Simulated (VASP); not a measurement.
# Zr2BiN2 (P4/mmm) in VASP: relaxation of cell and atoms with PBE

Aim: the relaxation of cell and atoms of Zr2BiN2 with PBE.

Program: VASP 6.6.1. These are calculated values, not measurements. Logs are shortened: lines on timing, memory, paths and dates and some standing lists are left out, and cuts for length are marked.

## 1. The cell of the first run

The structure is tetragonal, space group P4/mmm (No. 123). The conventional cell has a = 3.936 Å, b = 3.936 Å, c = 7.193 Å, α = 90.00°, β = 90.00°, γ = 90.00°. Within 3.1 Å of Zr (site symmetry mmm) lie 4 N at 2.31 Å and 4 Zr at 2.78 Å. Within 3.1 Å of Bi (site symmetry 4/mmm) lie 2 N at 2.38 Å. Within 3.1 Å of N (site symmetry 4mm) lie 4 Zr at 2.31 Å and 1 Bi at 2.38 Å and 1 N at 2.43 Å.

The cell was generated, and may not be a known phase.

## 2. Relaxation of cell and atoms, PBE

Input file INCAR:

```
SYSTEM = Zr2BiN2
PREC = Accurate ; ENCUT = 600
EDIFF = 1E-6 ; ISMEAR = 0
SIGMA = 0.1 ; LREAL = .FALSE.
LASPH = .TRUE. ; NELM = 80
ALGO = Normal ; ISIF = 3
LWAVE = .FALSE. ; LCHARG = .FALSE.
GGA = PE ; IBRION = 2
NSW = 100 ; EDIFFG = -0.01
```

Input file KPOINTS:

```
Automatic mesh
0
G
  10 10 6
  0 0 0
```

Input file POSCAR:

```
Zr2BiN2
1.0
    3.9358908100      0.0000000000      0.0000000000
    0.0000000000      3.9358908100      0.0000000000
    0.0000000000      0.0000000000      7.1934563567
Zr Bi N
2 1 2
Direct
    0.5000000000      0.0000000000      0.5000000000
    0.0000000000      0.5000000000      0.5000000000
    0.0000000000      0.0000000000      0.0000000000
    0.0000000000      0.0000000000      0.6688402091
    0.0000000000      0.0000000000      0.3311597909
```

Potentials or basis: VASP PAW PBE potentials, release 64 (Zr_sv, Bi_d, N).

Command:

```console
cat potpaw_PBE.64/Zr_sv/POTCAR potpaw_PBE.64/Bi_d/POTCAR potpaw_PBE.64/N/POTCAR > POTCAR
mpirun -np 1 vasp_std > vasp.out
```

OUTCAR:

```text
SYSTEM = Zr2BiN2
   PREC = Accurate
   ENCUT = 600
   EDIFF = 1E-6
   ISMEAR = 0
   LREAL = .FALSE.
   LASPH = .TRUE.
   NELM = 80
   ISIF = 3
   GGA = PE
   IBRION = 2
   NSW = 100
   EDIFFG = -0.01

 ion  position               nearest neighbor table
   1  0.500  0.000  0.500-   4 2.31   5 2.31   4 2.31   5 2.31   2 2.78   2 2.78   2 2.78   2 2.78

   2  0.000  0.500  0.500-   4 2.31   5 2.31   4 2.31   5 2.31   1 2.78   1 2.78   1 2.78   1 2.78

   3  0.000  0.000  0.000-   4 2.38   5 2.38
   4  0.000  0.000  0.669-   1 2.31   2 2.31   2 2.31   1 2.31   3 2.38
   5  0.000  0.000  0.331-   1 2.31   2 2.31   2 2.31   1 2.31   3 2.38

  LATTYP: Found a simple tetragonal cell.
 ALAT       =     3.9358908100
 C/A-ratio  =     1.8276564834

  Lattice vectors:

 A1 = (   3.9358908100,   0.0000000000,   0.0000000000)
 A2 = (   0.0000000000,   3.9358908100,   0.0000000000)
 A3 = (   0.0000000000,   0.0000000000,   7.1934563567)

Analysis of symmetry for initial positions (statically):
=====================================================================
 Subroutine PRICEL returns:
 Original cell was already a primitive cell.

 Routine SETGRP: Setting up the symmetry group for a
 simple tetragonal supercell.

 Subroutine GETGRP returns: Found 16 space group operations
 (whereof 16 operations were pure point group operations)
 out of a pool of 16 trial point group operations.

The static configuration has the point symmetry D_4h.

Analysis of symmetry for dynamics (positions and initial velocities):
=====================================================================
 Subroutine PRICEL returns:
 Original cell was already a primitive cell.

 Routine SETGRP: Setting up the symmetry group for a
 simple tetragonal supercell.

 Subroutine GETGRP returns: Found 16 space group operations
 (whereof 16 operations were pure point group operations)
 out of a pool of 16 trial point group operations.

The dynamic configuration has the point symmetry D_4h.

 Subroutine INISYM returns: Found 16 space group operations
 (whereof 16 operations are pure point group operations),
 and found     1 'primitive' translations

----------------------------------------------------------------------------------------

                                     Primitive cell

  volume of cell :     111.4355

  direct lattice vectors                    reciprocal lattice vectors
     3.935890810  0.000000000  0.000000000     0.254072089  0.000000000  0.000000000
     0.000000000  3.935890810  0.000000000     0.000000000  0.254072089  0.000000000
     0.000000000  0.000000000  7.193456357     0.000000000  0.000000000  0.139015231

  length of vectors
     3.935890810  3.935890810  7.193456357     0.254072089  0.254072089  0.139015231

  position of ions in fractional coordinates (direct lattice)
     0.500000000  0.000000000  0.500000000
     0.000000000  0.500000000  0.500000000
     0.000000000  0.000000000  0.000000000
     0.000000000  0.000000000  0.668840209
     0.000000000  0.000000000  0.331159791

  ion indices of the primitive-cell ions
   primitive index   ion index
                 1           1
                 2           2
                 3           3
                 4           4
                 5           5

----------------------------------------------------------------------------------------

 KPOINTS: Automatic mesh

Automatic generation of k-mesh.
 Grid dimensions read from file:
 generate k-points for:   10   10    6

 Generating k-lattice:

  Cartesian coordinates                     Fractional coordinates (reciprocal lattice)
     0.025407209  0.000000000  0.000000000     0.100000000  0.000000000  0.000000000
     0.000000000  0.025407209  0.000000000     0.000000000  0.100000000  0.000000000
     0.000000000  0.000000000  0.023169205     0.000000000  0.000000000  0.166666667

  Length of vectors
     0.025407209  0.025407209  0.023169205

  Shift w.r.t. Gamma in fractional coordinates (k-lattice)
     0.000000000  0.000000000  0.000000000

 Subroutine IBZKPT returns following result:
 ===========================================

 Found     84 irreducible k-points:

 Following reciprocal coordinates:
            Coordinates               Weight
  0.000000  0.000000  0.000000      1.000000
  0.100000  0.000000  0.000000      4.000000
  0.200000  0.000000  0.000000      4.000000
  0.300000  0.000000  0.000000      4.000000
  0.400000  0.000000  0.000000      4.000000
  0.500000  0.000000  0.000000      2.000000
[... 16 lines left out ...]
  0.100000  0.000000  0.166667      8.000000
  0.200000  0.000000  0.166667      8.000000
 [... further k-points ...]
   k-points           NKPTS =     84   k-points in BZ     NKDIM =     84   number of bands    NBANDS=     29
   number of dos      NEDOS =    301   number of ions     NIONS =      5
   total plane-waves  NPLWV =  61440
   dimension x,y,z NGX =    32 NGY =   32 NGZ =   60
   dimension x,y,z NGXF=    64 NGYF=   64 NGZF=  120
   ions per type =               2   1   2
   NGX,Y,Z   is equivalent  to a cutoff of  13.52, 13.52, 13.87 a.u.
   NGXF,Y,Z  is equivalent  to a cutoff of  27.03, 27.03, 27.73 a.u.
 SYSTEM =  Zr2BiN2
   PREC   = accura    normal or accurate (medium, high low for compatibility)
   ISTART =      0    job   : 0-new  1-cont  2-samecut
   ICHARG =      2    charge: 1-file 2-atom 10-const
   ISPIN  =      1    spin polarized calculation?
   LNONCOLLINEAR =      F non collinear calculations
   LSORBIT =      F    spin-orbit coupling
   LASPH  =      T    aspherical Exc in radial PAW
   ENCUT  =  600.0 eV  44.10 Ry    6.64 a.u.   7.86  7.86 14.37*2*pi/ulx,y,z
   NELM   =     80;   NELMIN=  2; NELMDL= -5     # of ELM steps
   EDIFF  = 0.1E-05   stopping-criterion for ELM
   LREAL  =      F    real-space projection
   EDIFFG = -.1E-01   stopping-criterion for IOM
   NSW    =    100    number of steps for IOM
   IBRION =      2    ionic relax: 0-MD 1-quasi-New 2-CG
   NFREE  =      1    steps in history (QN), initial steepest desc. (CG)
   ISIF   =      3    stress and relaxation
   ISYM   =      2    0-nonsym 1-usesym 2-fastsym
   POTIM  = 0.5000    time-step for ionic-motion
   TEBEG  =    0.0;   TEEND  =   0.0 temperature during run
   PSTRESS=    0.0 pullay stress
   NELECT =      49.0000    total number of electrons
   NUPDOWN=      -1.0000    fix difference up-down
   EMIN   =  10.00;   EMAX   =-10.00  energy-range for DOS
   EFERMI =   0.00;   METHOD = LEGACY
   ISMEAR =     0;   SIGMA  =   0.10  broadening in eV -4-tet -1-fermi 0-gaus
   EFERMI_NEDOS =   21; number of points for ismear=-14 and -15
   IALGO  =     38    algorithm
   IMIX   =      4    mixing-type and parameters
     AMIX     =   0.40;   BMIX     =  1.00
     AMIX_MAG =   1.60;   BMIX_MAG =  1.00
  volume/ion in A,a.u.               =      22.29       150.40
  Fermi-wavevector in a.u.,A,eV,Ry     =   1.244894  2.352508 21.085772  1.549760
  Thomas-Fermi vector in A             =   2.379140
   LORBIT       =      0    0 simple, 1 ext, 2 COOP (PROOUT), +10 PAW based schemes
   GGA     = PE    functional components
   LHFCALC =     F    Hartree Fock is set to
   AEXX    =    0.0000 exact exchange contribution
   IVDW    =     0    specifies the selected vdW correction
   LEPSILON=     F    determine dielectric tensor
   LRPA    =     F    only Hartree local field effects (RPA)
 conjugate gradient relaxation of ions
 non-spin polarized calculation
 Gauss-broadening in eV      SIGMA  =   0.10
  energy-cutoff  :      600.00
  volume of cell :      111.44
 maximum number of plane-waves:      3742
 NGX is ok and might be reduce to    32
   NGX = 15   NGY = 15   NGZ = 29

--------------------------------------- Ionic step        1  -------------------------------------------

 number of electron      49.0000000 magnetization

 Free energy of the ion-electron system (eV)
  ---------------------------------------------------
  ext. energy  EPLUGINS =         0.00000000
  ---------------------------------------------------
  free energy    TOTEN  =       -37.63445158 eV

  energy without entropy =      -37.61946622  energy(sigma->0) =      -37.62695890

------------------------ aborting loop because EDIFF is reached ----------------------------------------

  FORCE on cell =-STRESS in cart. coord.  units (eV):
  Direction    XX          YY          ZZ          XY          YZ          ZX
  --------------------------------------------------------------------------------------
  -------------------------------------------------------------------------------------
  Total       -0.7823554     -0.7823554      1.1078994      0.0000000     -0.0000000      0.0000000
  in kB      -11.2484055    -11.2484055     15.9289526      0.0000000     -0.0000000      0.0000000
  external PRESSURE =      -2.1892862 kB  Pullay stress =       0.0000000 kB

 VOLUME and BASIS-vectors are now :
 -----------------------------------------------------------------------------
  energy-cutoff  :      600.00
  volume of cell :      111.44
      direct lattice vectors                 reciprocal lattice vectors
     3.935890810  0.000000000  0.000000000     0.254072089  0.000000000  0.000000000
     0.000000000  3.935890810  0.000000000     0.000000000  0.254072089  0.000000000
     0.000000000  0.000000000  7.193456357     0.000000000  0.000000000  0.139015231
[... 157 lines left out ...]
 POSITION                                       TOTAL-FORCE (eV/Angst)
 -----------------------------------------------------------------------------------
      1.95415     -0.00000      3.64155        -0.000000     -0.000000      0.000000
      0.00000      1.95415      3.64155        -0.000000     -0.000000      0.000000
      0.00000     -0.00000      7.28309        -0.000000     -0.000000      0.000000
      0.00000      3.90830      4.87565        -0.000000     -0.000000      0.028476
      0.00000     -0.00000      2.40744         0.000000      0.000000     -0.028476
 -----------------------------------------------------------------------------------
    total drift:                                0.000000      0.000000     -0.000000

  FREE ENERGIE OF THE ION-ELECTRON SYSTEM (eV)
  ---------------------------------------------------
  free  energy   TOTEN  =       -37.6469355508 eV

  energy  without entropy=      -37.6324891800  energy(sigma->0) =      -37.63971237

--------------------------------------- Ionic step        6  -------------------------------------------

 number of electron      48.9999994 magnetization

 Free energy of the ion-electron system (eV)
  ---------------------------------------------------
  ext. energy  EPLUGINS =         0.00000000
  ---------------------------------------------------
  free energy    TOTEN  =       -37.64701935 eV

  energy without entropy =      -37.63257623  energy(sigma->0) =      -37.63979779

 E-fermi :   5.7832     XC(G=0):  -9.6109

 val. band max:        5.7745661480   @ k =   0.5000   0.4000   0.5000
 cond. band min:       5.7852486448   @ k =   0.4000   0.0000   0.5000
 fundamental gap:      0.0106824968
 Fermi energy:         5.7832314853

 k-point     1 :       0.0000    0.0000    0.0000
  band No.  band energies     occupation
      1     -43.1479      2.00000
      2     -42.6591      2.00000
      3     -21.7442      2.00000
      4     -21.7442      2.00000
      5     -21.3674      2.00000
      6     -20.8276      2.00000
[... 757 lines left out ...]
     28       8.0907      0.00000
     29       8.3032      0.00000

 [... further k-points ...]

------------------------ aborting loop because EDIFF is reached ----------------------------------------

  FORCE on cell =-STRESS in cart. coord.  units (eV):
  Direction    XX          YY          ZZ          XY          YZ          ZX
  --------------------------------------------------------------------------------------
  -------------------------------------------------------------------------------------
  Total       -0.0097199     -0.0097199     -0.0199209      0.0000000      0.0000000      0.0000000
  in kB       -0.1401141     -0.1401141     -0.2871652      0.0000000      0.0000000      0.0000000
  external PRESSURE =      -0.1891311 kB  Pullay stress =       0.0000000 kB

 VOLUME and BASIS-vectors are now :
 -----------------------------------------------------------------------------
  energy-cutoff  :      600.00
  volume of cell :      111.14
      direct lattice vectors                 reciprocal lattice vectors
     3.907301638  0.000000000  0.000000000     0.255931098  0.000000000  0.000000000
     0.000000000  3.907301638  0.000000000    -0.000000000  0.255931098  0.000000000
     0.000000000 -0.000000000  7.280055914    -0.000000000 -0.000000000  0.137361582

 POSITION                                       TOTAL-FORCE (eV/Angst)
 -----------------------------------------------------------------------------------
      1.95365     -0.00000      3.64003         0.000000     -0.000000      0.000000
      3.90730      1.95365      3.64003         0.000000     -0.000000      0.000000
      3.90730      3.90730      0.00000         0.000000     -0.000000      0.000000
      0.00000     -0.00000      4.87521         0.000000     -0.000000      0.006490
      0.00000      3.90730      2.40484         0.000000      0.000000     -0.006490
 -----------------------------------------------------------------------------------
    total drift:                                0.000000     -0.000000     -0.000000

  FREE ENERGIE OF THE ION-ELECTRON SYSTEM (eV)
  ---------------------------------------------------
  free  energy   TOTEN  =       -37.6470193534 eV

  energy  without entropy=      -37.6325762300  energy(sigma->0) =      -37.63979779

 reached required accuracy - stopping structural energy minimisation
```

Run time: 7.4 min. Hardware: 1 thread of Intel Xeon 6975P-C (Granite Rapids), shared host; peak memory 0.49 GiB.

Results:

```yaml
Free_energy: -37.6470 eV
Relaxed_volume: 22.23 Å³/atom
Relaxed_cell: a = 3.907 Å, b = 3.907 Å, c = 7.280 Å, α = 90.00°, β = 90.00°, γ = 90.00°
Space_group_after_relaxing_to_0.1_Å: P4/mmm (No. 123)
Energy_gained_by_relaxing: 2.5 meV/atom
Ionic_steps: 6
Pressure_after_relaxing: 0.0 GPa
Largest_force_after_relaxing: 0.006 eV/Å
Band_gap_on_the_k_mesh: zero (an odd number of electrons rules out a gap without spin polarisation)
```

Forces in eV/Å, atoms in the order of the input:
```
Zr   0.000  0.000  0.000
Zr   0.000  0.000  0.000
Bi   0.000  0.000  0.000
N    0.000  0.000  0.006
N    0.000  0.000 -0.006
```

The path:
| step | energy change (eV) | largest force (eV/Å) | pressure (GPa) | volume (Å³) |
| --- | --- | --- | --- | --- |
| 1 | 0.0000 | 0.0326 | -0.22 | 111.44 |
| 2 | -0.0119 | 0.0996 | 0.26 | 110.93 |
| 3 | -0.0119 | 0.0995 | 0.27 | 110.93 |
| 4 | -0.0122 | 0.0249 | -0.31 | 111.49 |
| 5 | -0.0125 | 0.0285 | -0.07 | 111.25 |
| 6 | -0.0126 | 0.0065 | -0.02 | 111.14 |

Final structure:
```
Zr Bi N
1.0
     3.90730    0.00000    0.00000
     0.00000    3.90730    0.00000
     0.00000    0.00000    7.28006
Zr Bi N
2 1 2
Cartesian
  1.9537 0.0000 3.6400
  3.9073 1.9537 3.6400
  3.9073 3.9073 0.0000
  0.0000 0.0000 4.8752
  0.0000 3.9073 2.4048
```

Caveat: spin-orbit coupling is left out, which moves the levels of the heavy elements.
